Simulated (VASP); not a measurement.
# GaSb (F-43m) in VASP: a series of runs

Runs on GaSb. Level: PBEsol. Tasks: density of states, elastic constants.

All numbers are computed with VASP 6.6.1; they aren't measurements. Logs are shortened: lines on timing, memory, paths and dates and some standing lists are left out, and cuts for length are marked.

**1. The cell of the first run**

The structure is cubic, space group F-43m (No. 216). Conventional cell: a = 6.112 Å, b = 6.112 Å, c = 6.112 Å, α = 90.00°, β = 90.00°, γ = 90.00°. Ga (site symmetry -43m) has 4 Sb at 2.65 Å within 3.5 Å. Within 3.5 Å of Sb (site symmetry -43m) lie 4 Ga at 2.65 Å.

**2. Density of states, PBEsol**

Contents of POSCAR:

```
GaSb
1.0
    0.0000000000      3.0557657297      3.0557657297
    3.0557657297      0.0000000000      3.0557657297
    3.0557657297      3.0557657297      0.0000000000
Ga Sb
1 1
Direct
    0.0000000000      0.0000000000      0.0000000000
    0.7500000000      0.7500000000      0.7500000000
```

Contents of INCAR.step1:

```
PREC = Accurate ; ENCUT = 520
EDIFF = 1E-7 ; ISMEAR = 0
SIGMA = 0.05 ; LREAL = False
LASPH = True ; NELM = 80
ALGO = Normal ; ISIF = 2
LWAVE = False ; LCHARG = True
GGA = PS ; NBANDS = 16
```

Contents of KPOINTS.step1:

```
Automatic mesh
0
Gamma
  10 10 10
```

Contents of INCAR.step2:

```
PREC = Accurate ; ENCUT = 520
EDIFF = 1E-7 ; ISMEAR = -5
SIGMA = 0.05 ; LREAL = False
LASPH = True ; NELM = 80
ALGO = Normal ; ISIF = 2
LWAVE = False ; LCHARG = False
GGA = PS ; LORBIT = 11
NBANDS = 16 ; NEDOS = 1001
ICHARG = 11
```

Contents of KPOINTS.step2:

```
Automatic mesh
0
Gamma
  15 15 15
```

Potentials or basis: VASP PAW PBE potentials, release 64 (Ga_d, Sb).

Command:

```sh
cat potpaw_PBE.64/Ga_d/POTCAR potpaw_PBE.64/Sb/POTCAR > POTCAR
cp INCAR.step1 INCAR
cp KPOINTS.step1 KPOINTS
mpirun -np 1 vasp_std > vasp.out
cp INCAR.step2 INCAR
cp KPOINTS.step2 KPOINTS
mpirun -np 1 vasp_std > vasp.out
```

OUTCAR:

```text
PREC = Accurate
   ENCUT = 520
   EDIFF = 1E-7
   ISMEAR = -5
   LREAL = False
   LASPH = True
   NELM = 80
   ISIF = 2
   GGA = PS
   LORBIT = 11
   ICHARG = 11

 ion  position               nearest neighbor table
   1  0.000  0.000  0.000-   2 2.65   2 2.65   2 2.65   2 2.65
   2  0.750  0.750  0.750-   1 2.65   1 2.65   1 2.65   1 2.65

  LATTYP: Found a face centered cubic cell.
 ALAT       =     6.1115314594

  Lattice vectors:

 A1 = (   0.0000000000,   3.0557657297,   3.0557657297)
 A2 = (   3.0557657297,   0.0000000000,   3.0557657297)
 A3 = (   3.0557657297,   3.0557657297,   0.0000000000)

Analysis of symmetry for initial positions (statically):
=====================================================================
 Subroutine PRICEL returns:
 Original cell was already a primitive cell.

 Routine SETGRP: Setting up the symmetry group for a
 face centered cubic supercell.

 Subroutine GETGRP returns: Found 24 space group operations
 (whereof 24 operations were pure point group operations)
 out of a pool of 48 trial point group operations.

The static configuration has the point symmetry T_d .

Analysis of symmetry for dynamics (positions and initial velocities):
=====================================================================
 Subroutine PRICEL returns:
 Original cell was already a primitive cell.

 Routine SETGRP: Setting up the symmetry group for a
 face centered cubic supercell.

 Subroutine GETGRP returns: Found 24 space group operations
 (whereof 24 operations were pure point group operations)
 out of a pool of 48 trial point group operations.

The dynamic configuration has the point symmetry T_d .

 Subroutine INISYM returns: Found 24 space group operations
 (whereof 24 operations are pure point group operations),
 and found     1 'primitive' translations

----------------------------------------------------------------------------------------

                                     Primitive cell

  volume of cell :      57.0677

  direct lattice vectors                    reciprocal lattice vectors
     0.000000000  3.055765730  3.055765730    -0.163625109  0.163625109  0.163625109
     3.055765730  0.000000000  3.055765730     0.163625109 -0.163625109  0.163625109
     3.055765730  3.055765730  0.000000000     0.163625109  0.163625109 -0.163625109

  length of vectors
     4.321505338  4.321505338  4.321505338     0.283407002  0.283407002  0.283407002

  position of ions in fractional coordinates (direct lattice)
     0.000000000  0.000000000  0.000000000
     0.750000000  0.750000000  0.750000000

  ion indices of the primitive-cell ions
   primitive index   ion index
                 1           1
                 2           2

----------------------------------------------------------------------------------------

 KPOINTS: Automatic mesh

Automatic generation of k-mesh.
 Grid dimensions read from file:
 generate k-points for:   15   15   15

 Generating k-lattice:

  Cartesian coordinates                     Fractional coordinates (reciprocal lattice)
    -0.010908341  0.010908341  0.010908341     0.066666667  0.000000000  0.000000000
     0.010908341 -0.010908341  0.010908341     0.000000000  0.066666667  0.000000000
     0.010908341  0.010908341 -0.010908341     0.000000000  0.000000000  0.066666667

  Length of vectors
     0.018893800  0.018893800  0.018893800

  Shift w.r.t. Gamma in fractional coordinates (k-lattice)
     0.000000000  0.000000000  0.000000000

 TETIRR: Found    484 inequivalent tetrahedra from    20250

 Subroutine IBZKPT returns following result:
 ===========================================

 Found    120 irreducible k-points:

 Following reciprocal coordinates:
            Coordinates               Weight
  0.000000  0.000000  0.000000      1.000000
  0.066667  0.000000  0.000000      8.000000
  0.133333  0.000000  0.000000      8.000000
  0.200000  0.000000  0.000000      8.000000
  0.266667  0.000000  0.000000      8.000000
  0.333333  0.000000  0.000000      8.000000
[... 16 lines left out ...]
  0.133333  0.133333  0.000000      6.000000
  0.200000  0.133333  0.000000     24.000000
 [... further k-points ...]
   k-points           NKPTS =    120   k-points in BZ     NKDIM =    120   number of bands    NBANDS=     16
   number of dos      NEDOS =   1001   number of ions     NIONS =      2
   total plane-waves  NPLWV =  32768
   dimension x,y,z NGX =    32 NGY =   32 NGZ =   32
   dimension x,y,z NGXF=    64 NGYF=   64 NGZF=   64
   ions per type =               1   1
   NGX,Y,Z   is equivalent  to a cutoff of  12.31, 12.31, 12.31 a.u.
   NGXF,Y,Z  is equivalent  to a cutoff of  24.62, 24.62, 24.62 a.u.
 SYSTEM =  unknown system
   PREC   = accura    normal or accurate (medium, high low for compatibility)
   ISTART =      0    job   : 0-new  1-cont  2-samecut
   ICHARG =     11    charge: 1-file 2-atom 10-const
   ISPIN  =      1    spin polarized calculation?
   LNONCOLLINEAR =      F non collinear calculations
   LSORBIT =      F    spin-orbit coupling
   LASPH  =      T    aspherical Exc in radial PAW
   ENCUT  =  520.0 eV  38.22 Ry    6.18 a.u.   8.04  8.04  8.04*2*pi/ulx,y,z
   NELM   =     80;   NELMIN=  2; NELMDL=  0     # of ELM steps
   EDIFF  = 0.1E-06   stopping-criterion for ELM
   LREAL  =      F    real-space projection
   EDIFFG = 0.1E-05   stopping-criterion for IOM
   NSW    =      0    number of steps for IOM
   IBRION =     -1    ionic relax: 0-MD 1-quasi-New 2-CG
   NFREE  =      0    steps in history (QN), initial steepest desc. (CG)
   ISIF   =      2    stress and relaxation
   ISYM   =      2    0-nonsym 1-usesym 2-fastsym
   POTIM  = 0.5000    time-step for ionic-motion
   TEBEG  =    0.0;   TEEND  =   0.0 temperature during run
   PSTRESS=    0.0 pullay stress
   NELECT =      18.0000    total number of electrons
   NUPDOWN=      -1.0000    fix difference up-down
   EMIN   =  10.00;   EMAX   =-10.00  energy-range for DOS
   EFERMI =   0.00;   METHOD = LEGACY
   ISMEAR =    -5;   SIGMA  =   0.05  broadening in eV -4-tet -1-fermi 0-gaus
   EFERMI_NEDOS =   21; number of points for ismear=-14 and -15
   IALGO  =     38    algorithm
   IMIX   =      4    mixing-type and parameters
     AMIX     =   0.40;   BMIX     =  1.00
     AMIX_MAG =   1.60;   BMIX_MAG =  1.00
  volume/ion in A,a.u.               =      28.53       192.56
  Fermi-wavevector in a.u.,A,eV,Ry     =   1.114386  2.105884 16.896476  1.241856
  Thomas-Fermi vector in A             =   2.250980
   LORBIT       =     11    0 simple, 1 ext, 2 COOP (PROOUT), +10 PAW based schemes
   GGA     = PS    functional components
   LHFCALC =     F    Hartree Fock is set to
   AEXX    =    0.0000 exact exchange contribution
   IVDW    =     0    specifies the selected vdW correction
   LEPSILON=     F    determine dielectric tensor
   LRPA    =     F    only Hartree local field effects (RPA)
 non-spin polarized calculation
 Fermi weights with tetrahedron method with Bloechl corrections
  energy-cutoff  :      520.00
  volume of cell :       57.07
 maximum number of plane-waves:      1558

 number of electron      17.9999985 magnetization

 Free energy of the ion-electron system (eV)
  ---------------------------------------------------
  ext. energy  EPLUGINS =         0.00000000
  ---------------------------------------------------
  free energy    TOTEN  =        -8.15636245 eV

  energy without entropy =       -8.15636245  energy(sigma->0) =       -8.15636245

 E-fermi :   4.7715     XC(G=0):  -9.2805

 val. band max:        4.7619831004   @ k =   0.0000   0.0000   0.0000
 cond. band min:       4.7758811633   @ k =   0.0000   0.0000   0.0000
 fundamental gap:      0.0138980629
 Fermi energy:         4.7715232062

 k-point     1 :       0.0000    0.0000    0.0000
  band No.  band energies     occupation
      1     -10.2404      2.00000
      2     -10.2404      2.00000
      3     -10.2404      2.00000
      4     -10.1886      2.00000
      5     -10.1886      2.00000
      6      -6.7631      2.00000
[... 8 lines left out ...]
     15      13.3695      0.00000
     16      13.3695      0.00000

 k-point     2 :       0.0667    0.0000    0.0000
  band No.  band energies     occupation
      1     -10.2417      2.00000
      2     -10.2398      2.00000
      3     -10.2398      2.00000
      4     -10.1887      2.00000
      5     -10.1887      2.00000
      6      -6.7170      2.00000
[... 8 lines left out ...]
     15      12.9513      0.00000
     16      12.9513      0.00000

 k-point     3 :       0.1333    0.0000    0.0000
  band No.  band energies     occupation
      1     -10.2453      2.00000
      2     -10.2383      2.00000
      3     -10.2383      2.00000
      4     -10.1888      2.00000
      5     -10.1888      2.00000
      6      -6.5802      2.00000
[... 8 lines left out ...]
     15      12.4817      0.00000
     16      12.4817      0.00000

 k-point     4 :       0.2000    0.0000    0.0000
  band No.  band energies     occupation
      1     -10.2505      2.00000
      2     -10.2361      2.00000
      3     -10.2361      2.00000
      4     -10.1890      2.00000
      5     -10.1890      2.00000
      6      -6.3584      2.00000
[... 8 lines left out ...]
     15      12.2584      0.00000
     16      12.2584      0.00000
[... 324 lines left out ...]
 k-point    22 :      -0.0667    0.0667    0.0000
  band No.  band energies     occupation
      1     -10.2440      2.00000
      2     -10.2392      2.00000
      3     -10.2384      2.00000
      4     -10.1890      2.00000
      5     -10.1885      2.00000
      6      -6.6406      2.00000
[... 8 lines left out ...]
     15      12.3620      0.00000
     16      12.7780      0.00000

 k-point    23 :       0.1333    0.1333    0.0000
  band No.  band energies     occupation
      1     -10.2490      2.00000
      2     -10.2363      2.00000
      3     -10.2363      2.00000
      4     -10.1902      2.00000
      5     -10.1879      2.00000
      6      -6.5183      2.00000
[... 8 lines left out ...]
     15      11.6546      0.00000
     16      13.5980      0.00000

 k-point    24 :       0.2000    0.1333    0.0000
  band No.  band energies     occupation
      1     -10.2534      2.00000
      2     -10.2344      2.00000
      3     -10.2341      2.00000
      4     -10.1910      2.00000
      5     -10.1876      2.00000
      6      -6.3537      2.00000
[... 8 lines left out ...]
     15      12.2770      0.00000
     16      13.4700      0.00000

 [... further k-points ...]

------------------------ aborting loop because EDIFF is reached ----------------------------------------

  FORCE on cell =-STRESS in cart. coord.  units (eV):
  Direction    XX          YY          ZZ          XY          YZ          ZX
  --------------------------------------------------------------------------------------
  -------------------------------------------------------------------------------------
  Total        0.0190894      0.0190894      0.0190894      0.0000000      0.0000000     -0.0000000
  in kB        0.5359366      0.5359366      0.5359366      0.0000000      0.0000000     -0.0000000
  external PRESSURE =       0.5359366 kB  Pullay stress =       0.0000000 kB

 VOLUME and BASIS-vectors are now :
 -----------------------------------------------------------------------------
  energy-cutoff  :      520.00
  volume of cell :       57.07
      direct lattice vectors                 reciprocal lattice vectors
     0.000000000  3.055765730  3.055765730    -0.163625109  0.163625109  0.163625109
     3.055765730  0.000000000  3.055765730     0.163625109 -0.163625109  0.163625109
     3.055765730  3.055765730  0.000000000     0.163625109  0.163625109 -0.163625109

 POSITION                                       TOTAL-FORCE (eV/Angst)
 -----------------------------------------------------------------------------------
      0.00000      0.00000      0.00000         0.000000     -0.000000     -0.000000
      4.58365      4.58365      4.58365        -0.000000      0.000000      0.000000
 -----------------------------------------------------------------------------------
    total drift:                               -0.000000     -0.000000     -0.000000

  FREE ENERGIE OF THE ION-ELECTRON SYSTEM (eV)
  ---------------------------------------------------
  free  energy   TOTEN  =        -8.1563624469 eV

  energy  without entropy=       -8.1563624469  energy(sigma->0) =       -8.15636245

 total charge

# of ion       s       p       d       tot
------------------------------------------
    1        0.911   0.768   9.963  11.641
    2        1.132   1.336   0.028   2.495
--------------------------------------------------
tot          2.042   2.104   9.991  14.136
```

Run time: 34 s. Hardware: 1 thread of Intel Xeon 6975P-C (Granite Rapids), shared host; peak memory 0.25 GiB.

Results:

* Valence electrons inside the program's atomic spheres: Ga 11.64; Sb 2.50

Caveat: the PAW data sets were made with another functional, which shifts forces and pressure a little; spin-orbit coupling is left out, which moves the levels of the heavy elements.

(Continued in part 2 of 2.)
